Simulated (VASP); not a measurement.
# Li (P1) in VASP: relaxation of cell and atoms with PBE

Aim: the relaxation of cell and atoms of Li with PBE.

Everything below comes from runs of VASP 6.6.1. Logs are shortened: lines on timing, memory, paths and dates and some standing lists are left out, and cuts for length are marked.

**1. The cell of the first run**

The typed cell holds 8 atoms: a = 5.546 Å, b = 5.425 Å, c = 5.271 Å, α = 90.46°, β = 91.30°, γ = 88.92°.

**2. Relaxation of cell and atoms, PBE**

The input, INCAR:

```
PREC = Accurate
ENCUT = 600
EDIFF = 1E-6
ISMEAR = 0
SIGMA = 0.1
LREAL = False
LASPH = True
NELM = 80
ALGO = Fast
ISIF = 3
LWAVE = False
LCHARG = False
GGA = PE
IBRION = 2
NSW = 100
EDIFFG = -0.015
```

The input, KPOINTS:

```
regular mesh
0
Gamma
  4 4 4
```

The input, POSCAR:

```
Li
1.0
    5.5457576420      0.0513962155     -0.0613029249
    0.0513962155      5.4243770707     -0.0210889895
   -0.0613029249     -0.0210889895      5.2708791892
Li
8
Direct
    0.5072298986      0.4961953323      0.5051260517
   -0.0013720860      0.0126500429     -0.0074584250
    0.2599097644      0.0125210497      0.4868033818
    0.4949652716      0.2449912786      0.0137129738
    0.5113583145      0.7340193953      0.0075023466
    0.7396065329     -0.0019035858      0.4922264732
   -0.0087035523      0.5024957642      0.7504521723
   -0.0029941437      0.4990307229      0.2516350257
```

Potentials or basis: VASP PAW PBE potentials, release 64 (Li_sv).

Started as:

```bash
$ cat potpaw_PBE.64/Li_sv/POTCAR > POTCAR
$ mpirun -np 1 vasp_std > vasp.out
```

OUTCAR:

```text
PREC = Accurate
   ENCUT = 600
   EDIFF = 1E-6
   ISMEAR = 0
   LREAL = False
   LASPH = True
   NELM = 80
   ISIF = 3
   GGA = PE
   IBRION = 2
   NSW = 100
   EDIFFG = -0.015

 ion  position               nearest neighbor table
   1  0.507  0.496  0.505-
   2  0.999  0.013  0.993-
   3  0.260  0.013  0.487-
   4  0.495  0.245  0.014-
   5  0.511  0.734  0.008-
   6  0.740  0.998  0.492-
   7  0.991  0.502  0.750-
   8  0.997  0.499  0.252-

  LATTYP: Found a triclinic cell.
 ALAT       =     5.2712778547
 B/A-ratio  =     1.4291890001
 C/A-ratio  =     1.0521802774
 COS(alpha) =     0.0023707346
 COS(beta)  =     0.0227175133
 COS(gamma) =     0.6939384799

  Lattice vectors:

 A1 = (  -0.0613029249,  -0.0210889895,   5.2708791892)
 A2 = (  -0.0099067094,   5.4032880812,   5.2497901997)
 A3 = (  -5.5457576420,  -0.0513962155,   0.0613029249)

Analysis of symmetry for initial positions (statically):
=====================================================================
 Subroutine PRICEL returns:
 Original cell was already a primitive cell.

 Routine SETGRP: Setting up the symmetry group for a
 triclinic supercell.

 Subroutine GETGRP returns: Found  1 space group operations
 (whereof  1 operations were pure point group operations)
 out of a pool of  2 trial point group operations.

The static configuration has the point symmetry C_1 .

Analysis of symmetry for dynamics (positions and initial velocities):
=====================================================================
 Subroutine PRICEL returns:
 Original cell was already a primitive cell.

 Routine SETGRP: Setting up the symmetry group for a
 triclinic supercell.

 Subroutine GETGRP returns: Found  1 space group operations
 (whereof  1 operations were pure point group operations)
 out of a pool of  2 trial point group operations.

The dynamic configuration has the point symmetry C_1 .

 Subroutine INISYM returns: Found  1 space group operations
 (whereof  1 operations are pure point group operations),
 and found     1 'primitive' translations

----------------------------------------------------------------------------------------

                                     Primitive cell

  volume of cell :     158.5234

  direct lattice vectors                    reciprocal lattice vectors
     5.545757642  0.051396216 -0.061302925     0.180356887 -0.001700761  0.002090835
     0.051396216  5.424377071 -0.021088989    -0.001700761  0.184371872  0.000717898
    -0.061302925 -0.021088989  5.270879189     0.002090835  0.000717898  0.189748859

  length of vectors
     5.546334595  5.424661549  5.271277855     0.180377025  0.184381113  0.189761736

  position of ions in fractional coordinates (direct lattice)
     0.507229899  0.496195332  0.505126052
     0.998627914  0.012650043  0.992541575
     0.259909764  0.012521050  0.486803382
     0.494965272  0.244991279  0.013712974
     0.511358315  0.734019395  0.007502347
     0.739606533  0.998096414  0.492226473
     0.991296448  0.502495764  0.750452172
     0.997005856  0.499030723  0.251635026

  ion indices of the primitive-cell ions
   primitive index   ion index
                 1           1
                 2           2
                 3           3
                 4           4
                 5           5
                 6           6
                 7           7
                 8           8

----------------------------------------------------------------------------------------

 KPOINTS: regular mesh

Automatic generation of k-mesh.
 Grid dimensions read from file:
 generate k-points for:    4    4    4

 Generating k-lattice:

  Cartesian coordinates                     Fractional coordinates (reciprocal lattice)
     0.045089222 -0.000425190  0.000522709     0.250000000  0.000000000  0.000000000
    -0.000425190  0.046092968  0.000179475    -0.000000000  0.250000000  0.000000000
     0.000522709  0.000179475  0.047437215     0.000000000  0.000000000  0.250000000

  Length of vectors
     0.045094256  0.046095278  0.047440434

  Shift w.r.t. Gamma in fractional coordinates (k-lattice)
     0.000000000  0.000000000  0.000000000

 Subroutine IBZKPT returns following result:
 ===========================================

 Found     36 irreducible k-points:

 Following reciprocal coordinates:
            Coordinates               Weight
  0.000000  0.000000  0.000000      1.000000
  0.250000 -0.000000  0.000000      2.000000
  0.500000 -0.000000  0.000000      1.000000
 -0.000000  0.250000  0.000000      2.000000
  0.250000  0.250000  0.000000      2.000000
  0.500000  0.250000  0.000000      2.000000
[... 16 lines left out ...]
  0.000000 -0.250000  0.250000      2.000000
  0.250000 -0.250000  0.250000      2.000000
 [... further k-points ...]
   k-points           NKPTS =     36   k-points in BZ     NKDIM =     36   number of bands    NBANDS=     17
   number of dos      NEDOS =    301   number of ions     NIONS =      8
   total plane-waves  NPLWV =  96768
   dimension x,y,z NGX =    48 NGY =   48 NGZ =   42
   dimension x,y,z NGXF=    96 NGYF=   96 NGZF=   84
   ions per type =               8
   NGX,Y,Z   is equivalent  to a cutoff of  14.39, 14.71, 13.25 a.u.
   NGXF,Y,Z  is equivalent  to a cutoff of  28.78, 29.42, 26.49 a.u.
 SYSTEM =  unknown system
   PREC   = accura    normal or accurate (medium, high low for compatibility)
   ISTART =      0    job   : 0-new  1-cont  2-samecut
   ICHARG =      2    charge: 1-file 2-atom 10-const
   ISPIN  =      1    spin polarized calculation?
   LNONCOLLINEAR =      F non collinear calculations
   LSORBIT =      F    spin-orbit coupling
   LASPH  =      T    aspherical Exc in radial PAW
   ENCUT  =  600.0 eV  44.10 Ry    6.64 a.u.  11.08 10.83 10.53*2*pi/ulx,y,z
   NELM   =     80;   NELMIN=  2; NELMDL= -5     # of ELM steps
   EDIFF  = 0.1E-05   stopping-criterion for ELM
   LREAL  =      F    real-space projection
   EDIFFG = -.1E-01   stopping-criterion for IOM
   NSW    =    100    number of steps for IOM
   IBRION =      2    ionic relax: 0-MD 1-quasi-New 2-CG
   NFREE  =      1    steps in history (QN), initial steepest desc. (CG)
   ISIF   =      3    stress and relaxation
   ISYM   =      2    0-nonsym 1-usesym 2-fastsym
   POTIM  = 0.5000    time-step for ionic-motion
   TEBEG  =    0.0;   TEEND  =   0.0 temperature during run
   PSTRESS=    0.0 pullay stress
   NELECT =      24.0000    total number of electrons
   NUPDOWN=      -1.0000    fix difference up-down
   EMIN   =  10.00;   EMAX   =-10.00  energy-range for DOS
   EFERMI =   0.00;   METHOD = LEGACY
   ISMEAR =     0;   SIGMA  =   0.10  broadening in eV -4-tet -1-fermi 0-gaus
   EFERMI_NEDOS =   21; number of points for ismear=-14 and -15
   IALGO  =     68    algorithm
   IMIX   =      4    mixing-type and parameters
     AMIX     =   0.40;   BMIX     =  1.00
     AMIX_MAG =   1.60;   BMIX_MAG =  1.00
  volume/ion in A,a.u.               =      19.82       133.72
  Fermi-wavevector in a.u.,A,eV,Ry     =   0.872531  1.648844 10.358251  0.761310
  Thomas-Fermi vector in A             =   1.991793
   LORBIT       =      0    0 simple, 1 ext, 2 COOP (PROOUT), +10 PAW based schemes
   GGA     = PE    functional components
   LHFCALC =     F    Hartree Fock is set to
   AEXX    =    0.0000 exact exchange contribution
   IVDW    =     0    specifies the selected vdW correction
   LEPSILON=     F    determine dielectric tensor
   LRPA    =     F    only Hartree local field effects (RPA)
 conjugate gradient relaxation of ions
 non-spin polarized calculation
 RMM-DIIS sequential band-by-band and
 Gauss-broadening in eV      SIGMA  =   0.10
  energy-cutoff  :      600.00
  volume of cell :      158.52
 maximum number of plane-waves:      5318
 NGX is ok and might be reduce to    48
   NGX = 23   NGY = 21   NGZ = 21

--------------------------------------- Ionic step        1  -------------------------------------------

 number of electron      24.0000005 magnetization

 Free energy of the ion-electron system (eV)
  ---------------------------------------------------
  ext. energy  EPLUGINS =         0.00000000
  ---------------------------------------------------
  free energy    TOTEN  =       -15.10109451 eV

  energy without entropy =      -15.08666108  energy(sigma->0) =      -15.09387780

------------------------ aborting loop because EDIFF is reached ----------------------------------------

  FORCE on cell =-STRESS in cart. coord.  units (eV):
  Direction    XX          YY          ZZ          XY          YZ          ZX
  --------------------------------------------------------------------------------------
  -------------------------------------------------------------------------------------
  Total       -0.5052594      0.2652631      1.1762911     -0.1646638      0.0971287      0.2527895
  in kB       -5.1065968      2.6809826     11.8886338     -1.6642378      0.9816683      2.5549137
  external PRESSURE =       3.1543399 kB  Pullay stress =       0.0000000 kB
[... 107 lines left out ...]
  FREE ENERGIE OF THE ION-ELECTRON SYSTEM (eV)
  ---------------------------------------------------
  free  energy   TOTEN  =       -15.1549692037 eV

  energy  without entropy=      -15.1434427360  energy(sigma->0) =      -15.14920597

[... ionic steps 4 to 8 ...]

--------------------------------------- Ionic step        9  -------------------------------------------

 number of electron      24.0000001 magnetization

------------------------ aborting loop because EDIFF is reached ----------------------------------------

  FORCE on cell =-STRESS in cart. coord.  units (eV):
  Direction    XX          YY          ZZ          XY          YZ          ZX
  --------------------------------------------------------------------------------------
  -------------------------------------------------------------------------------------
  Total       -0.0800115     -0.0362030      0.0095563     -0.0120766     -0.0062639     -0.0196970
  in kB       -0.7900672     -0.3574838      0.0943631     -0.1192492     -0.0618526     -0.1944961
  external PRESSURE =      -0.3510626 kB  Pullay stress =       0.0000000 kB
[... 69 lines left out ...]
  energy  without entropy=      -15.1590780723  energy(sigma->0) =      -15.16415542

--------------------------------------- Ionic step       11  -------------------------------------------

 number of electron      23.9999973 magnetization

 Free energy of the ion-electron system (eV)
  ---------------------------------------------------
  ext. energy  EPLUGINS =         0.00000000
  ---------------------------------------------------
  free energy    TOTEN  =       -15.16957376 eV

  energy without entropy =      -15.15935578  energy(sigma->0) =      -15.16446477

 E-fermi :   0.5263     XC(G=0):  -7.0515

 val. band max:        0.3771440234   @ k =  -0.2500   0.5000   0.2500
 cond. band min:       0.5788829281   @ k =  -0.0000   0.2500   0.0000
 fundamental gap:      0.2017389047
 Fermi energy:         0.5263134379

 k-point     1 :       0.0000    0.0000    0.0000
  band No.  band energies     occupation
      1     -45.9185      2.00000
      2     -45.9062      2.00000
      3     -45.9058      2.00000
      4     -45.8986      2.00000
      5     -45.8928      2.00000
      6     -45.8873      2.00000
[... 9 lines left out ...]
     16       4.2846      0.00000
     17       4.2902      0.00000
[... 443 lines left out ...]
      1     -45.9116      2.00000
      2     -45.9041      2.00000
      3     -45.9037      2.00000
      4     -45.8996      2.00000
      5     -45.8949      2.00000
      6     -45.8905      2.00000
[... 9 lines left out ...]
     16       2.8313      0.00000
     17       4.1971      0.00000

 [... further k-points ...]

------------------------ aborting loop because EDIFF is reached ----------------------------------------

  FORCE on cell =-STRESS in cart. coord.  units (eV):
  Direction    XX          YY          ZZ          XY          YZ          ZX
  --------------------------------------------------------------------------------------
  -------------------------------------------------------------------------------------
  Total        0.0449953     -0.0094557     -0.0026487     -0.0007801      0.0122462      0.0297826
  in kB        0.4459123     -0.0937080     -0.0262492     -0.0077307      0.1213626      0.2951520
  external PRESSURE =       0.1086517 kB  Pullay stress =       0.0000000 kB
[... 23 lines left out ...]
  FREE ENERGIE OF THE ION-ELECTRON SYSTEM (eV)
  ---------------------------------------------------
  free  energy   TOTEN  =       -15.1695737561 eV

  energy  without entropy=      -15.1593557812  energy(sigma->0) =      -15.16446477

 reached required accuracy - stopping structural energy minimisation
```

Run time: 19 min. Hardware: 1 thread of Intel Xeon Platinum 8375C at 2.90GHz (Ice Lake), shared host; peak memory 0.36 GiB.

Results:

* Free energy: -15.1696 eV
* Relaxed volume: 20.21 Å³/atom
* Relaxed cell: a = 5.440 Å, b = 5.451 Å, c = 5.452 Å, α = 90.06°, β = 90.10°, γ = 90.07°
* Space group after relaxing (to 0.1 Å): Pm-3n (No. 223)
* Energy gained by relaxing: 8.6 meV/atom
* Ionic steps: 11
* Pressure after relaxing: 0.0 GPa
* Largest force after relaxing: 0.013 eV/Å
* Band gap on the k mesh: zero (bands 12 and 13 overlap by 1.13 eV)

Forces on the atoms (eV/Å):
```
Li   0.004 -0.001 -0.005
Li  -0.001  0.002  0.004
Li   0.000  0.004  0.004
Li  -0.002  0.013  0.000
Li   0.006 -0.005 -0.004
Li   0.001 -0.002  0.003
Li  -0.003 -0.006  0.005
Li  -0.005 -0.005 -0.006
```

Step by step:
```
step  energy change (eV)  largest force (eV/Å)  pressure (GPa)  volume (Å³)
   1              0.0000                0.2384            0.32       158.52
   2             -0.0189                0.2049            0.22       159.42
   3             -0.0539                0.1043            0.00       162.06
   4             -0.0248                0.1717           -0.41       167.17
   5             -0.0593                0.0680           -0.12       163.50
   6             -0.0617                0.0573           -0.08       162.88
   7             -0.0648                0.0362            0.06       161.04
   8             -0.0660                0.0304            0.04       161.35
   9             -0.0673                0.0274           -0.04       162.26
  10             -0.0681                0.0181           -0.02       162.00
  11             -0.0685                0.0133            0.01       161.67
```

Final structure:
```xyz
8
Lattice="5.4402 -0.0029 -0.0056 -0.0035 5.4507 -0.0028 -0.0043 -0.0028 5.4521" Properties=species:S:1:pos:R:3 pbc="T T T"
Li    2.7157    2.7223    2.7304
Li    5.4356   -0.0027    5.4379
Li    1.3534    5.4445    2.7160
Li    2.7232    1.3513   -0.0020
Li    2.7111    4.0805    0.0031
Li    4.0771    0.0015    2.7155
Li   -0.0022    2.7294    4.0880
Li   -0.0007    2.7307    1.3643
```

Caveat: the cutoff is under 1.25 times the usual one of these potentials, so pressure, stress and relaxed cells hold a basis-set (Pulay) error.
